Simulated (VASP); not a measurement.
Input of a VASP 6.6.1 run:

File INCAR:

```
PREC = Accurate
ENCUT = 520
EDIFF = 1E-7
ISMEAR = 0
SIGMA = 0.05
LREAL = False
LASPH = True
NELM = 80
ALGO = Normal
ISIF = 2
LWAVE = False
LCHARG = False
GGA = PE
NBANDS = 11
```

File KPOINTS:

```
regular mesh
0
Gamma
  12 12 12
```

POSCAR

```
C
1.0
    0.0000000000      1.6782436539      2.0138923847
    1.6782436539      0.0000000000      2.0138923847
    1.6782436539      1.6782436539      0.0000000000
C
2
Direct
    0.5000000000      0.5000000000      0.5000000000
    0.7500000000      0.7500000000      0.7500000000
```

Potentials or basis: VASP PAW PBE potentials, release 64 (C).

Launch:

```bash
$ cat potpaw_PBE.64/C/POTCAR > POTCAR
$ mpirun -np 1 vasp_std > vasp.out
```

Task: What does it give for the pressure?

Result: 3.7 GPa.

Task: What does it give for the band gap on the k mesh?

Result: 1.87 eV, indirect (least direct gap 4.04 eV).

Stress tensor (GPa, compression positive):
```
  69.87    0.00    0.00
   0.00   69.87    0.00
   0.00    0.00 -128.56
```

 A k mesh can miss the band edges.
